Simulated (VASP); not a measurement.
# Sn (I4_1/amd) in VASP: further runs, part 2 of 2

VASP 6.6.1. The steps go on from the part before.

## Step 3: Relaxation of cell and atoms, PBE+D3(BJ)

The input, INCAR:

```
PREC = Accurate
ENCUT = 600
EDIFF = 1E-7
ISMEAR = -1
SIGMA = 0.15
LREAL = False
LASPH = True
NELM = 100
ALGO = Normal
ISIF = 3
LWAVE = False
LCHARG = False
GGA = PE
IVDW = 12
IBRION = 2
NSW = 80
EDIFFG = -0.05
ISYM = 0
```

The input, KPOINTS:

```
regular mesh
0
Gamma
  9 9 6
```

The input, POSCAR:

```
Sn
1.0
   -2.9196440000      2.9196440000      1.5938000000
    2.9196440000     -2.9196440000      1.5938000000
    2.9196440000      2.9196440000     -1.5938000000
Sn
2
Direct
    0.0000000000      0.0000000000      0.0000000000
    0.7500000000      0.2500000000      0.5000000000
```

Potentials or basis: VASP PAW PBE potentials, release 64 (Sn_d).

On the command line:

```console
cat potpaw_PBE.64/Sn_d/POTCAR > POTCAR
mpirun -np 1 vasp_std > vasp.out
```

OUTCAR:

```text
PREC = Accurate
   ENCUT = 600
   EDIFF = 1E-7
   ISMEAR = -1
   LREAL = False
   LASPH = True
   NELM = 100
   ISIF = 3
   GGA = PE
   IVDW = 12
   IBRION = 2
   NSW = 80
   EDIFFG = -0.05
   ISYM = 0
 IVDW          = 12

 ion  position               nearest neighbor table
   1  0.000  0.000  0.000-   2 3.03   2 3.03   2 3.03   2 3.03
   2  0.750  0.250  0.500-   1 3.03   1 3.03   1 3.03   1 3.03

IMPORTANT INFORMATION: All symmetrisations will be switched off!
NOSYMM: (Re-)initialisation of all symmetry stuff for point group C_1.

----------------------------------------------------------------------------------------

                                     Primitive cell

  volume of cell :      54.3443

  direct lattice vectors                    reciprocal lattice vectors
    -2.919644000  2.919644000  1.593800000     0.000000000  0.171253756  0.313715648
     2.919644000 -2.919644000  1.593800000     0.171253756  0.000000000  0.313715648
     2.919644000  2.919644000 -1.593800000     0.171253756  0.171253756  0.000000000

  length of vectors
     4.425928221  4.425928221  4.425928221     0.357414824  0.357414824  0.242189384

  position of ions in fractional coordinates (direct lattice)
     0.000000000  0.000000000  0.000000000
     0.750000000  0.250000000  0.500000000

  ion indices of the primitive-cell ions
   primitive index   ion index
                 1           1
                 2           2

----------------------------------------------------------------------------------------

 KPOINTS: regular mesh

Automatic generation of k-mesh.
 Grid dimensions read from file:
 generate k-points for:    9    9    6

 Generating k-lattice:

  Cartesian coordinates                     Fractional coordinates (reciprocal lattice)
     0.000000000  0.019028195  0.034857294     0.111111111  0.000000000 -0.000000000
     0.019028195  0.000000000  0.034857294     0.000000000  0.111111111 -0.000000000
[... 99 lines left out ...]
     AMIX     =   0.40;   BMIX     =  1.00
     AMIX_MAG =   1.60;   BMIX_MAG =  1.00
  volume/ion in A,a.u.               =      27.17       183.37
  Fermi-wavevector in a.u.,A,eV,Ry     =   1.312430  2.480134 23.435678  1.722474
  Thomas-Fermi vector in A             =   2.442823
   LORBIT       =      0    0 simple, 1 ext, 2 COOP (PROOUT), +10 PAW based schemes
   GGA     = PE    functional components
   LHFCALC =     F    Hartree Fock is set to
   AEXX    =    0.0000 exact exchange contribution
   IVDW    =    12    specifies the selected vdW correction
   LEPSILON=     F    determine dielectric tensor
   LRPA    =     F    only Hartree local field effects (RPA)
 conjugate gradient relaxation of ions
 non-spin polarized calculation
  energy-cutoff  :      600.00
  volume of cell :       54.34
 maximum number of plane-waves:      1838
   NGX = 17   NGY = 17   NGZ = 17

 number of electron      27.9999999 magnetization

 Free energy of the ion-electron system (eV)
  ---------------------------------------------------
  ext. energy  EPLUGINS =         0.00000000
  ---------------------------------------------------
  free energy    TOTEN  =        -7.62061552 eV

  energy without entropy =       -7.54745995  energy(sigma->0) =       -7.58403774

 E-fermi :   7.9882     XC(G=0): -10.2994

 val. band max:        7.9466745641   @ k =   0.4444   0.3333   0.0000
 cond. band min:       7.9943381116   @ k =  -0.2222  -0.2222   0.3333
 fundamental gap:      0.0476635474
 Fermi energy:         7.9881564147

 k-point     1 :       0.0000    0.0000    0.0000
  band No.  band energies     occupation
      1     -13.6967      2.00000
      2     -13.6113      2.00000
      3     -13.5705      2.00000
      4     -13.5567      2.00000
      5     -13.4109      2.00000
      6     -13.4099      2.00000
[... 481 lines left out ...]
      5     -13.4773      2.00000
      6     -13.4411      2.00000
[... 10 lines left out ...]
     17      11.3987      0.00000
     18      11.8083      0.00000

 [... further k-points ...]

------------------------ aborting loop because EDIFF is reached ----------------------------------------

 Edisp (eV)   -0.77822

 E8    (eV) :    -0.3762

  FORCE on cell =-STRESS in cart. coord.  units (eV):
  Direction    XX          YY          ZZ          XY          YZ          ZX
  --------------------------------------------------------------------------------------
  -------------------------------------------------------------------------------------
  Total       0.08491     0.08491     0.05031    -0.04028     0.00955     0.00955
  in kB       2.50331     2.50338     1.48318    -1.18755     0.28145     0.28144
  external pressure =        2.16 kB  Pullay stress =        0.00 kB

 VOLUME and BASIS-vectors are now :
 -----------------------------------------------------------------------------
  energy-cutoff  :      600.00
  volume of cell :       54.34
      direct lattice vectors                 reciprocal lattice vectors
    -2.919644000  2.919644000  1.593800000     0.000000000  0.171253756  0.313715648
     2.919644000 -2.919644000  1.593800000     0.171253756  0.000000000  0.313715648
     2.919644000  2.919644000 -1.593800000     0.171253756  0.171253756  0.000000000

 POSITION                                       TOTAL-FORCE (eV/Angst)
 -----------------------------------------------------------------------------------
      0.00000      0.00000      0.00000         0.011245     -0.011244      0.000000
      0.00000      2.91964      0.79690        -0.011245      0.011244     -0.000000
 -----------------------------------------------------------------------------------
    total drift:                                0.000001     -0.000001      0.000001

  FREE ENERGIE OF THE ION-ELECTRON SYSTEM (eV)
  ---------------------------------------------------
  free  energy   TOTEN  =        -8.3988393478 eV

  energy  without entropy=       -8.3256837857  energy(sigma->0) =       -8.36226157

 reached required accuracy - stopping structural energy minimisation
```

OSZICAR:

```text
N       E                     dE             d eps       ncg     rms          rms(c)
DAV:   1     0.209424483526E+03    0.20942E+03   -0.16276E+04  8792   0.264E+03
DAV:   2     0.108786216563E+02   -0.19855E+03   -0.19641E+03  8804   0.474E+02
DAV:   3    -0.707719530869E+01   -0.17956E+02   -0.17757E+02  9980   0.143E+02
DAV:   4    -0.762044999681E+01   -0.54325E+00   -0.54123E+00 10190   0.269E+01
DAV:   5    -0.764111047646E+01   -0.20660E-01   -0.20658E-01 11740   0.480E+00    0.237E+00
DAV:   6    -0.762483203540E+01    0.16278E-01   -0.35005E-02 11388   0.291E+00    0.133E+00
DAV:   7    -0.762067657440E+01    0.41555E-02   -0.21403E-02 11350   0.225E+00    0.165E-01
DAV:   8    -0.762060760235E+01    0.68972E-04   -0.19907E-03 10310   0.677E-01    0.343E-02
DAV:   9    -0.762061756617E+01   -0.99638E-05   -0.62922E-05 11276   0.116E-01    0.160E-02
DAV:  10    -0.762061568269E+01    0.18835E-05   -0.10144E-05 11054   0.470E-02    0.139E-03
DAV:  11    -0.762061580162E+01   -0.11893E-06   -0.53961E-07  9310   0.955E-03    0.106E-03
DAV:  12    -0.762061551897E+01    0.28266E-06   -0.51305E-08  4716   0.286E-03    0.199E-04
DAV:  13    -0.762061551657E+01    0.23942E-08   -0.11308E-08  4584   0.181E-03
   1 F= -.83988393E+01 E0= -.83622616E+01  d E =-.839884E+01
```

It took 5.7 min on 1 thread of Intel Xeon 8259CL, shared host; peak memory 0.39 GiB.

Results:

- Free energy: -8.3988 eV
- Pressure after relaxing: 0.2 GPa
- Largest force after relaxing: 0.016 eV/Å
- Band gap on the k mesh: zero (band 14 reaches 9.54 eV, above the bottom of band 15 at 5.15 eV)
- Dispersion energy per atom: -0.389 eV

Forces in eV/Å, atoms in the order of the input:
```
Sn   0.011 -0.011  0.000
Sn  -0.011  0.011  0.000
```

Stress tensor (GPa, compression positive):
```
 0.25 -0.12  0.03
-0.12  0.25  0.03
 0.03  0.03  0.15
```

Final structure:
```xyz
2
Lattice="-2.9196 2.9196 1.5938 2.9196 -2.9196 1.5938 2.9196 2.9196 -1.5938" Properties=species:S:1:pos:R:3 pbc="T T T"
Sn    0.0000    0.0000    0.0000
Sn    0.0000    2.9196    0.7969
```

Caveat: the relaxation stopped at its first step, so nothing moved; spin-orbit coupling is left out, which moves the levels of the heavy elements; pairwise dispersion overbinds metals, which lowers pressure and volume; the relaxation stopped at a loose force limit of 0.05 eV/Å, so its end isn't a converged minimum.
